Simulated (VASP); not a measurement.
# KF (Fm-3m) in VASP: notebook

Runs on KF. Level: PBE. Tasks: single point.

All numbers are computed with VASP 6.6.1; they aren't measurements. Logs are shortened: lines on timing, memory, paths and dates and some standing lists are left out, and cuts for length are marked.

## 1. The cell of the first run

The structure is cubic, space group Fm-3m (No. 225). Conventional cell: a = 5.347 Å, b = 5.347 Å, c = 5.347 Å, α = 90.00°, β = 90.00°, γ = 90.00°. K (site symmetry m-3m) has 6 F at 2.67 Å within 3.5 Å. F (site symmetry m-3m) has 6 K at 2.67 Å within 3.5 Å.

## 2. Single point, PBE (19.11 Å³/atom)

Contents of INCAR:

```
SYSTEM = KF
ALGO = Normal
EDIFF = 1E-7
ENCUT = 520
GGA = PE
ISIF = 2
ISMEAR = 0
LASPH = .TRUE.
LCHARG = .FALSE.
LREAL = .FALSE.
LWAVE = .FALSE.
NBANDS = 15
NELM = 80
PREC = Accurate
SIGMA = 0.05
```

Contents of KPOINTS:

```
k-points
0
G
  12 12 12
  0 0 0
```

Contents of POSCAR:

```
KF
1.0
    0.0000000000      2.6736165273      2.6736165273
    2.6736165273      0.0000000000      2.6736165273
    2.6736165273      2.6736165273      0.0000000000
K F
1 1
Direct
    0.0000000000      0.0000000000      0.0000000000
    0.5000000000      0.5000000000      0.5000000000
```

Potentials or basis: VASP PAW PBE potentials, release 64 (K_sv, F).

On the command line:

```console
$ cat potpaw_PBE.64/K_sv/POTCAR potpaw_PBE.64/F/POTCAR > POTCAR
$ mpirun -np 1 vasp_std > vasp.out
```

OUTCAR:

```text
SYSTEM = KF
   EDIFF = 1E-7
   ENCUT = 520
   GGA = PE
   ISIF = 2
   ISMEAR = 0
   LASPH = .TRUE.
   LREAL = .FALSE.
   NELM = 80
   PREC = Accurate

 ion  position               nearest neighbor table
   1  0.000  0.000  0.000-   2 2.67   2 2.67   2 2.67   2 2.67   2 2.67   2 2.67
   2  0.500  0.500  0.500-   1 2.67   1 2.67   1 2.67   1 2.67   1 2.67   1 2.67

  LATTYP: Found a face centered cubic cell.
 ALAT       =     5.3472330546

  Lattice vectors:

 A1 = (   0.0000000000,   2.6736165273,   2.6736165273)
 A2 = (   2.6736165273,   0.0000000000,   2.6736165273)
 A3 = (   2.6736165273,   2.6736165273,   0.0000000000)

Analysis of symmetry for initial positions (statically):
=====================================================================
 Subroutine PRICEL returns:
 Original cell was already a primitive cell.

 Routine SETGRP: Setting up the symmetry group for a
 face centered cubic supercell.

 Subroutine GETGRP returns: Found 48 space group operations
 (whereof 48 operations were pure point group operations)
 out of a pool of 48 trial point group operations.

The static configuration has the point symmetry O_h .

Analysis of symmetry for dynamics (positions and initial velocities):
=====================================================================
 Subroutine PRICEL returns:
 Original cell was already a primitive cell.

 Routine SETGRP: Setting up the symmetry group for a
 face centered cubic supercell.

 Subroutine GETGRP returns: Found 48 space group operations
 (whereof 48 operations were pure point group operations)
 out of a pool of 48 trial point group operations.

The dynamic configuration has the point symmetry O_h .

 Subroutine INISYM returns: Found 48 space group operations
 (whereof 48 operations are pure point group operations),
 and found     1 'primitive' translations

----------------------------------------------------------------------------------------

                                     Primitive cell

  volume of cell :      38.2232

  direct lattice vectors                    reciprocal lattice vectors
     0.000000000  2.673616527  2.673616527    -0.187012608  0.187012608  0.187012608
     2.673616527  0.000000000  2.673616527     0.187012608 -0.187012608  0.187012608
     2.673616527  2.673616527  0.000000000     0.187012608  0.187012608 -0.187012608

  length of vectors
     3.781064753  3.781064753  3.781064753     0.323915339  0.323915339  0.323915339

  position of ions in fractional coordinates (direct lattice)
     0.000000000  0.000000000  0.000000000
     0.500000000  0.500000000  0.500000000

  ion indices of the primitive-cell ions
   primitive index   ion index
                 1           1
                 2           2

----------------------------------------------------------------------------------------

 KPOINTS: k-points

Automatic generation of k-mesh.
 Grid dimensions read from file:
 generate k-points for:   12   12   12

 Generating k-lattice:

  Cartesian coordinates                     Fractional coordinates (reciprocal lattice)
    -0.015584384  0.015584384  0.015584384     0.083333333  0.000000000  0.000000000
     0.015584384 -0.015584384  0.015584384     0.000000000  0.083333333  0.000000000
     0.015584384  0.015584384 -0.015584384     0.000000000  0.000000000  0.083333333

  Length of vectors
     0.026992945  0.026992945  0.026992945

  Shift w.r.t. Gamma in fractional coordinates (k-lattice)
     0.000000000  0.000000000  0.000000000

 Subroutine IBZKPT returns following result:
 ===========================================

 Found     72 irreducible k-points:

 Following reciprocal coordinates:
            Coordinates               Weight
  0.000000  0.000000  0.000000      1.000000
  0.083333  0.000000  0.000000      8.000000
  0.166667  0.000000  0.000000      8.000000
  0.250000  0.000000  0.000000      8.000000
  0.333333  0.000000  0.000000      8.000000
  0.416667  0.000000  0.000000      8.000000
[... 16 lines left out ...]
  0.500000  0.166667  0.000000     24.000000
 -0.416667  0.166667  0.000000     24.000000
 [... further k-points ...]
   k-points           NKPTS =     72   k-points in BZ     NKDIM =     72   number of bands    NBANDS=     15
   number of dos      NEDOS =    301   number of ions     NIONS =      2
   total plane-waves  NPLWV =  21952
   dimension x,y,z NGX =    28 NGY =   28 NGZ =   28
   dimension x,y,z NGXF=    56 NGYF=   56 NGZF=   56
   ions per type =               1   1
   NGX,Y,Z   is equivalent  to a cutoff of  12.31, 12.31, 12.31 a.u.
   NGXF,Y,Z  is equivalent  to a cutoff of  24.62, 24.62, 24.62 a.u.
 SYSTEM =  KF
   PREC   = accura    normal or accurate (medium, high low for compatibility)
   ISTART =      0    job   : 0-new  1-cont  2-samecut
   ICHARG =      2    charge: 1-file 2-atom 10-const
   ISPIN  =      1    spin polarized calculation?
   LNONCOLLINEAR =      F non collinear calculations
   LSORBIT =      F    spin-orbit coupling
   LASPH  =      T    aspherical Exc in radial PAW
   ENCUT  =  520.0 eV  38.22 Ry    6.18 a.u.   7.03  7.03  7.03*2*pi/ulx,y,z
   NELM   =     80;   NELMIN=  2; NELMDL= -5     # of ELM steps
   EDIFF  = 0.1E-06   stopping-criterion for ELM
   LREAL  =      F    real-space projection
   EDIFFG = 0.1E-05   stopping-criterion for IOM
   NSW    =      0    number of steps for IOM
   IBRION =     -1    ionic relax: 0-MD 1-quasi-New 2-CG
   NFREE  =      0    steps in history (QN), initial steepest desc. (CG)
   ISIF   =      2    stress and relaxation
   ISYM   =      2    0-nonsym 1-usesym 2-fastsym
   POTIM  = 0.5000    time-step for ionic-motion
   TEBEG  =    0.0;   TEEND  =   0.0 temperature during run
   PSTRESS=    0.0 pullay stress
   NELECT =      16.0000    total number of electrons
   NUPDOWN=      -1.0000    fix difference up-down
   EMIN   =  10.00;   EMAX   =-10.00  energy-range for DOS
   EFERMI =   0.00;   METHOD = LEGACY
   ISMEAR =     0;   SIGMA  =   0.05  broadening in eV -4-tet -1-fermi 0-gaus
   EFERMI_NEDOS =   21; number of points for ismear=-14 and -15
   IALGO  =     38    algorithm
   IMIX   =      4    mixing-type and parameters
     AMIX     =   0.40;   BMIX     =  1.00
     AMIX_MAG =   1.60;   BMIX_MAG =  1.00
  volume/ion in A,a.u.               =      19.11       128.97
  Fermi-wavevector in a.u.,A,eV,Ry     =   1.224632  2.314219 20.404987  1.499724
  Thomas-Fermi vector in A             =   2.359700
   LORBIT       =      0    0 simple, 1 ext, 2 COOP (PROOUT), +10 PAW based schemes
   GGA     = PE    functional components
   LHFCALC =     F    Hartree Fock is set to
   AEXX    =    0.0000 exact exchange contribution
   IVDW    =     0    specifies the selected vdW correction
   LEPSILON=     F    determine dielectric tensor
   LRPA    =     F    only Hartree local field effects (RPA)
 non-spin polarized calculation
 Gauss-broadening in eV      SIGMA  =   0.05
  energy-cutoff  :      520.00
  volume of cell :       38.22
 maximum number of plane-waves:      1056
   NGX = 13   NGY = 13   NGZ = 13

 number of electron      16.0000001 magnetization

 Free energy of the ion-electron system (eV)
  ---------------------------------------------------
  ext. energy  EPLUGINS =         0.00000000
  ---------------------------------------------------
  free energy    TOTEN  =        -8.29084208 eV

  energy without entropy =       -8.29084208  energy(sigma->0) =       -8.29084208

 E-fermi :  -2.4680     XC(G=0):  -8.3947

 val. band max:       -2.8099301971   @ k =   0.0000   0.0000   0.0000
 cond. band min:       3.3455490774   @ k =   0.0000   0.0000   0.0000
 fundamental gap:      6.1554792745
 Fermi energy:        -2.4680389372

 k-point     1 :       0.0000    0.0000    0.0000
  band No.  band energies     occupation
      1     -28.9527      2.00000
      2     -21.4644      2.00000
      3     -12.2047      2.00000
      4     -12.2047      2.00000
      5     -12.2047      2.00000
      6      -2.8099      2.00000
      7      -2.8099      2.00000
      8      -2.8099      2.00000
      9       3.3455      0.00000
     10       7.8639      0.00000
     11       7.8639      0.00000
     12       7.8639      0.00000
     13       9.5330      0.00000
     14       9.5330      0.00000
     15      14.1170      0.00000

 k-point     2 :       0.0833    0.0000    0.0000
  band No.  band energies     occupation
      1     -28.9465      2.00000
      2     -21.4709      2.00000
      3     -12.2233      2.00000
      4     -12.2072      2.00000
      5     -12.2072      2.00000
      6      -2.8753      2.00000
      7      -2.8340      2.00000
      8      -2.8340      2.00000
      9       3.5426      0.00000
     10       7.7413      0.00000
     11       7.9590      0.00000
     12       7.9590      0.00000
     13       9.5966      0.00000
     14       9.5966      0.00000
     15      14.4712      0.00000

 k-point     3 :       0.1667    0.0000    0.0000
  band No.  band energies     occupation
      1     -28.9295      2.00000
      2     -21.4867      2.00000
      3     -12.2740      2.00000
      4     -12.2140      2.00000
      5     -12.2140      2.00000
      6      -3.0416      2.00000
      7      -2.8989      2.00000
      8      -2.8989      2.00000
      9       4.0873      0.00000
     10       7.4827      0.00000
     11       8.2239      0.00000
     12       8.2239      0.00000
     13       9.7888      0.00000
     14       9.7888      0.00000
     15      15.3190      0.00000
[... 343 lines left out ...]
 k-point    23 :       0.5000    0.1667    0.0000
  band No.  band energies     occupation
      1     -28.8537      2.00000
      2     -21.5343      2.00000
      3     -12.5026      2.00000
      4     -12.3364      2.00000
      5     -12.2854      2.00000
      6      -3.4253      2.00000
      7      -3.1103      2.00000
      8      -3.0818      2.00000
      9       6.3965      0.00000
     10       7.2771      0.00000
     11       9.0474      0.00000
     12       9.6051      0.00000
     13      11.3537      0.00000
     14      11.5561      0.00000
     15      12.9429      0.00000

 k-point    24 :      -0.4167    0.1667    0.0000
  band No.  band energies     occupation
      1     -28.8520      2.00000
      2     -21.5373      2.00000
      3     -12.5030      2.00000
      4     -12.3519      2.00000
      5     -12.2664      2.00000
      6      -3.4594      2.00000
      7      -3.1282      2.00000
      8      -3.0785      2.00000
      9       6.4468      0.00000
     10       7.4492      0.00000
     11       9.0149      0.00000
     12       9.5901      0.00000
     13      11.1799      0.00000
     14      11.9169      0.00000
     15      12.7741      0.00000

 [... further k-points ...]

------------------------ aborting loop because EDIFF is reached ----------------------------------------

  FORCE on cell =-STRESS in cart. coord.  units (eV):
  Direction    XX          YY          ZZ          XY          YZ          ZX
  --------------------------------------------------------------------------------------
  -------------------------------------------------------------------------------------
  Total        0.3220053      0.3220053      0.3220053      0.0000000     -0.0000000     -0.0000000
  in kB       13.4972796     13.4972796     13.4972796      0.0000000     -0.0000000     -0.0000000
  external PRESSURE =      13.4972796 kB  Pullay stress =       0.0000000 kB

 VOLUME and BASIS-vectors are now :
 -----------------------------------------------------------------------------
  energy-cutoff  :      520.00
  volume of cell :       38.22
      direct lattice vectors                 reciprocal lattice vectors
     0.000000000  2.673616527  2.673616527    -0.187012608  0.187012608  0.187012608
     2.673616527  0.000000000  2.673616527     0.187012608 -0.187012608  0.187012608
     2.673616527  2.673616527  0.000000000     0.187012608  0.187012608 -0.187012608

 POSITION                                       TOTAL-FORCE (eV/Angst)
 -----------------------------------------------------------------------------------
      0.00000      0.00000      0.00000        -0.000000      0.000000      0.000000
      2.67362      2.67362      2.67362         0.000000     -0.000000     -0.000000
 -----------------------------------------------------------------------------------
    total drift:                                0.000000      0.000000      0.000000

  FREE ENERGIE OF THE ION-ELECTRON SYSTEM (eV)
  ---------------------------------------------------
  free  energy   TOTEN  =        -8.2908420779 eV

  energy  without entropy=       -8.2908420779  energy(sigma->0) =       -8.29084208
```

Wall time 85 s (1 thread of AMD EPYC 7R13, shared host); peak memory 0.15 GiB.

Results:

```yaml
Free_energy: -8.2908 eV
Pressure: 1.3 GPa
Band_gap_on_the_k_mesh: 6.16 eV
```

Levels at points of the mesh, in eV from the valence-band top:
```tsv
k point	band 5	band 6	band 7	band 8	band 9	band 10	band 11	band 12
(0.00, 0.00, 0.00)	-9.39	0.00	0.00	0.00	6.16	10.67	10.67	10.67
(0.50, 0.00, 0.00)	-9.43	-0.79	-0.34	-0.34	9.06	10.59	12.06	12.06
(0.50, 0.50, 0.00)	-9.60	-0.21	-0.06	-0.06	8.20	10.29	11.80	13.60
```

## 3. Single point, PBE

This run uses another cell than the first one, of 19.30 Å³/atom.

Contents of INCAR:

```
ALGO = Normal ; EDIFF = 1E-6
ENCUT = 520 ; GGA = PE
ISIF = 2 ; ISMEAR = 0
LASPH = True ; LCHARG = False
LREAL = False ; LWAVE = False
NBANDS = 15 ; NELM = 100
PREC = Accurate ; SIGMA = 0.05
```

Contents of KPOINTS:

```
k-points
0
Gamma
  12 12 12
```

Contents of POSCAR:

```
KF
1.0
    0.0000000000      2.6823821250      2.6823821250
    2.6823821250      0.0000000000      2.6823821250
    2.6823821250      2.6823821250      0.0000000000
K F
1 1
Direct
    0.0000000000      0.0000000000      0.0000000000
    0.5000000000      0.5000000000      0.5000000000
```

Potentials or basis: VASP PAW PBE potentials, release 64 (K_sv, F).

On the command line:

```console
$ cat potpaw_PBE.64/K_sv/POTCAR potpaw_PBE.64/F/POTCAR > POTCAR
$ mpirun -np 1 vasp_std > vasp.out
```

It took 77 s on 1 thread of AMD EPYC 7R13, shared host; peak memory 0.15 GiB.

It converged, with:

| Item | Value |
| --- | --- |
| Free energy | -8.2941 eV |
| Pressure | 1.0 GPa |
| Band gap on the k mesh | 6.10 eV |

Levels at points of the mesh, in eV from the valence-band top:
| k point | band 4 | band 5 | band 6 | band 7 | band 8 | band 9 | band 10 | band 11 | band 12 | band 13 |
| --- | --- | --- | --- | --- | --- | --- | --- | --- | --- | --- |
| (0.00, 0.00, 0.00) | -9.43 | -9.43 | 0.00 | 0.00 | 0.00 | 6.10 | 10.65 | 10.65 | 10.65 | 12.30 |
| (0.50, 0.00, 0.00) | -9.47 | -9.47 | -0.78 | -0.34 | -0.34 | 9.02 | 10.52 | 12.02 | 12.02 | 14.22 |
| (0.50, 0.50, 0.00) | -9.63 | -9.63 | -0.22 | -0.06 | -0.06 | 8.19 | 10.24 | 11.72 | 13.55 | 14.15 |

A k mesh can miss the band edges. Expect the measured gap to be larger: semilocal functionals such as PBE lack the derivative discontinuity.

## 4. Single point, PBE (19.43 Å³/atom)

This run uses another cell than the first one, of 19.43 Å³/atom.

Contents of INCAR:

```
SYSTEM = KF
  ALGO = Normal
  EDIFF = 1E-6
  ENCUT = 520
  GGA = PE
  ISIF = 2
  ISMEAR = 0
  LASPH = .TRUE.
  LCHARG = .FALSE.
  LREAL = .FALSE.
  LWAVE = .FALSE.
  NBANDS = 15
  NELM = 60
  PREC = Accurate
  SIGMA = 0.05
```

Contents of KPOINTS:

```
k-points
0
G
  12 12 12
  0 0 0
```

Contents of POSCAR:

```
KF
1.0
    0.0000000000      2.6881744156      2.6881744156
    2.6881744156      0.0000000000      2.6881744156
    2.6881744156      2.6881744156      0.0000000000
K F
1 1
Direct
    0.0000000000      0.0000000000      0.0000000000
    0.5000000000      0.5000000000      0.5000000000
```

On the command line:

```console
$ cat potpaw_PBE.64/K_sv/POTCAR potpaw_PBE.64/F/POTCAR > POTCAR
$ mpirun -np 1 vasp_std > vasp.out
```

It took 77 s on 1 thread of AMD EPYC 7R13, shared host; peak memory 0.15 GiB.

The run converged. Its results:

| Item | Value |
| --- | --- |
| Free energy | -8.2958 eV |
| Pressure | 0.8 GPa |
| Band gap on the k mesh | 6.07 eV |

Levels at points of the mesh, in eV from the valence-band top:
```tsv
k point	band 5	band 6	band 7	band 8	band 9	band 10	band 11	band 12
(0.00, 0.00, 0.00)	-9.45	0.00	0.00	0.00	6.07	10.63	10.63	10.63
(0.50, 0.00, 0.00)	-9.49	-0.77	-0.33	-0.33	8.99	10.47	11.98	11.98
(0.50, 0.50, 0.00)	-9.65	-0.22	-0.06	-0.06	8.18	10.20	11.67	13.51
```

A k mesh can miss the band edges. As with any semilocal functional, this PBE gap is likely too small.

[end of part 1 of 2]
